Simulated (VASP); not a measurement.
# TiPt3 (Pm-3m) in VASP: a series of runs, part 2 of 2

VASP 6.6.1. The steps go on from the part before.

### Step 5. Single point, LDA

This run uses another cell than the first one, of 14.20 Å³/atom.

Input file INCAR:

```
PREC = Accurate
ENCUT = 520
EDIFF = 1E-6
ISMEAR = -1
SIGMA = 0.05
LREAL = False
LASPH = True
NELM = 60
ALGO = Normal
ISIF = 2
LWAVE = False
LCHARG = False
GGA = CA
NBANDS = 29
```

Input file KPOINTS:

```
regular mesh
0
Gamma
  7 7 7
```

Input file POSCAR:

```
TiPt3
1.0
    3.8443313815      0.0000000000      0.0000000000
    0.0000000000      3.8443313815      0.0000000000
    0.0000000000      0.0000000000      3.8443313815
Pt Ti
3 1
Direct
    0.5000000000      0.5000000000      0.0000000000
    0.5000000000      0.0000000000      0.5000000000
    0.0000000000      0.5000000000      0.5000000000
    0.0000000000      0.0000000000      0.0000000000
```

Potentials or basis: VASP PAW LDA potentials, release 64 (Pt, Ti_sv).

Run with:

```bash
$ cat potpaw_LDA.64/Pt/POTCAR potpaw_LDA.64/Ti_sv/POTCAR > POTCAR
$ mpirun -np 1 vasp_std > vasp.out
```

OUTCAR:

```text
PREC = Accurate
   ENCUT = 520
   EDIFF = 1E-6
   ISMEAR = -1
   LREAL = False
   LASPH = True
   NELM = 60
   ISIF = 2
   GGA = CA

 ion  position               nearest neighbor table
   1  0.500  0.500  0.000-   2 2.72   3 2.72   4 2.72   2 2.72   3 2.72   2 2.72   4 2.72   2 2.72
                             3 2.72   4 2.72   3 2.72   4 2.72
   2  0.500  0.000  0.500-   1 2.72   3 2.72   4 2.72   1 2.72   4 2.72   1 2.72   3 2.72   1 2.72
                             3 2.72   4 2.72   4 2.72   3 2.72
   3  0.000  0.500  0.500-   1 2.72   2 2.72   4 2.72   1 2.72   4 2.72   2 2.72   4 2.72   4 2.72
                             1 2.72   2 2.72   1 2.72   2 2.72
   4  0.000  0.000  0.000-   1 2.72   2 2.72   3 2.72   2 2.72   3 2.72   1 2.72   3 2.72   3 2.72
                             1 2.72   2 2.72   2 2.72   1 2.72

  LATTYP: Found a simple cubic cell.
 ALAT       =     3.8443313815

  Lattice vectors:

 A1 = (   3.8443313815,   0.0000000000,   0.0000000000)
 A2 = (   0.0000000000,   3.8443313815,   0.0000000000)
 A3 = (   0.0000000000,   0.0000000000,   3.8443313815)

Analysis of symmetry for initial positions (statically):
[... 173 lines left out ...]

 val. band max:       12.3306978301   @ k =   0.4286   0.0000   0.0000
 cond. band min:      12.5410010847   @ k =   0.4286   0.1429   0.1429
 fundamental gap:      0.2103032545
 Fermi energy:        12.5013459963

 k-point     1 :       0.0000    0.0000    0.0000
  band No.  band energies     occupation
      1     -44.9244      2.00000
      2     -21.5489      2.00000
      3     -21.5489      2.00000
      4     -21.5489      2.00000
      5       1.8370      2.00000
      6       4.5839      2.00000
[... 629 lines left out ...]
     28      14.3476      0.00000
     29      18.5294      0.00000

------------------------ aborting loop because EDIFF is reached ----------------------------------------

  FORCE on cell =-STRESS in cart. coord.  units (eV):
  Direction    XX          YY          ZZ          XY          YZ          ZX
  --------------------------------------------------------------------------------------
  -------------------------------------------------------------------------------------
  Total        2.6574638      2.6574638      2.6574638      0.0000000     -0.0000000      0.0000000
  in kB       74.9403097     74.9403097     74.9403097      0.0000000     -0.0000000      0.0000000
  external PRESSURE =      74.9403097 kB  Pullay stress =       0.0000000 kB

 VOLUME and BASIS-vectors are now :
 -----------------------------------------------------------------------------
  energy-cutoff  :      520.00
  volume of cell :       56.81
      direct lattice vectors                 reciprocal lattice vectors
     3.844331381  0.000000000  0.000000000     0.260123257  0.000000000  0.000000000
     0.000000000  3.844331381  0.000000000     0.000000000  0.260123257  0.000000000
     0.000000000  0.000000000  3.844331381     0.000000000  0.000000000  0.260123257

 POSITION                                       TOTAL-FORCE (eV/Angst)
 -----------------------------------------------------------------------------------
      1.92217      1.92217      0.00000         0.000000      0.000000      0.000000
      1.92217      0.00000      1.92217         0.000000      0.000000      0.000000
      0.00000      1.92217      1.92217         0.000000      0.000000      0.000000
      0.00000      0.00000      0.00000         0.000000      0.000000      0.000000
 -----------------------------------------------------------------------------------
    total drift:                                0.000000      0.000000     -0.000000

  FREE ENERGIE OF THE ION-ELECTRON SYSTEM (eV)
  ---------------------------------------------------
  free  energy   TOTEN  =       -34.5946685522 eV

  energy  without entropy=      -34.5813286986  energy(sigma->0) =      -34.58799863
```

OSZICAR:

```text
N       E                     dE             d eps       ncg     rms          rms(c)
DAV:   1     0.378046751779E+03    0.37805E+03   -0.21040E+04  1160   0.156E+03
DAV:   2    -0.115722320825E+02   -0.38962E+03   -0.37030E+03  1233   0.408E+02
DAV:   3    -0.368549830440E+02   -0.25283E+02   -0.24231E+02  1383   0.100E+02
DAV:   4    -0.377422409187E+02   -0.88726E+00   -0.88265E+00  1542   0.171E+01
DAV:   5    -0.377642547348E+02   -0.22014E-01   -0.22012E-01  1357   0.258E+00    0.254E+01
DAV:   6    -0.357405835047E+02    0.20237E+01   -0.94980E+00  1250   0.280E+01    0.135E+01
DAV:   7    -0.356750204447E+02    0.65563E-01   -0.18184E+01  1450   0.284E+01    0.116E+01
DAV:   8    -0.347145921002E+02    0.96043E+00   -0.10165E+00  1264   0.984E+00    0.452E+00
DAV:   9    -0.346949768443E+02    0.19615E-01   -0.14048E+00  1644   0.695E+00    0.320E+00
DAV:  10    -0.345951259058E+02    0.99851E-01   -0.36762E-01  1344   0.444E+00    0.445E-01
DAV:  11    -0.346006494286E+02   -0.55235E-02   -0.98557E-03  1343   0.826E-01    0.761E-01
DAV:  12    -0.345946712514E+02    0.59782E-02   -0.18348E-02  1483   0.925E-01    0.430E-02
DAV:  13    -0.345946697179E+02    0.15336E-05   -0.31599E-04  1277   0.121E-01    0.158E-02
DAV:  14    -0.345946745681E+02   -0.48502E-05   -0.40762E-05  1633   0.467E-02    0.247E-02
DAV:  15    -0.345946688379E+02    0.57302E-05   -0.12499E-05  1195   0.290E-02    0.497E-03
DAV:  16    -0.345946685522E+02    0.28564E-06   -0.94339E-07   733   0.701E-03
   1 F= -.34594669E+02 E0= -.34587999E+02  d E =-.133399E-01
```

stdout:

```text
POSCAR found type information on POSCAR PtTi
 POSCAR found :  2 types and       4 ions
 scaLAPACK will be used
 LDA part: xc-table for (Slater(with rela. corr.)+CA(PZ))
 , standard interpolation
 POSCAR, INCAR and KPOINTS ok, starting setup
 FFT: planning ... GRIDC
 FFT: planning ... GRID_SOFT
 FFT: planning ... GRID
 WAVECAR not read
 entering main loop
```

It took 30 s on 1 thread of Intel Xeon Platinum 8259CL at 2.50GHz (Skylake/Cascade Lake), shared host; peak memory 0.16 GiB.

Results:

```yaml
Free_energy: -34.5947 eV
Pressure: 7.5 GPa
Band_gap_on_the_k_mesh: zero (bands 21 and 22 overlap by 1.63 eV)
```

Levels at points of the mesh, in eV from the Fermi level:
```csv
k point,band 17,band 18,band 19,band 20,band 21,band 22,band 23,band 24,band 25,band 26
"(0.00, 0.00, 0.00)",-0.54,0.05,0.05,0.05,1.46,1.46,1.57,1.57,1.57,2.16
```

Caveat: the cell stands under pressure; spin-orbit coupling is left out, which moves the levels of the heavy elements.

### Step 6. Overview

```csv
level,potentials or basis,spin,cell,gap on the mesh (eV),pressure (GPa)
PBEsol,"VASP PAW PBE potentials, release 64 (Pt, Ti_sv)","non-collinear, zero start, SOC","a = 3.897 Å, 4 atoms",-,0.0
LDA,"VASP PAW LDA potentials, release 64 (Pt, Ti_sv)",off,"a = 3.817 Å, 4 atoms",none,14.6
PBE,"VASP PAW PBE potentials, release 64 (Pt, Ti_sv)",off,"a = 3.817 Å, 4 atoms",none,30.1
LDA,"VASP PAW LDA potentials, release 64 (Pt, Ti_sv)",off,"a = 3.844 Å, 4 atoms",none,7.5
```

Alike in all rows: task single point; k mesh 7 × 7 × 7; cutoff (eV) 520; smearing fermi-dirac 0.05 eV.

Caveats: the cell stands under pressure (at least some runs); spin-orbit coupling is left out, which moves the levels of the heavy elements (at least some runs); the PAW data sets were made with another functional, which shifts forces and pressure a little (at least some runs).

Absolute energies hang on the potentials; compare differences alone.
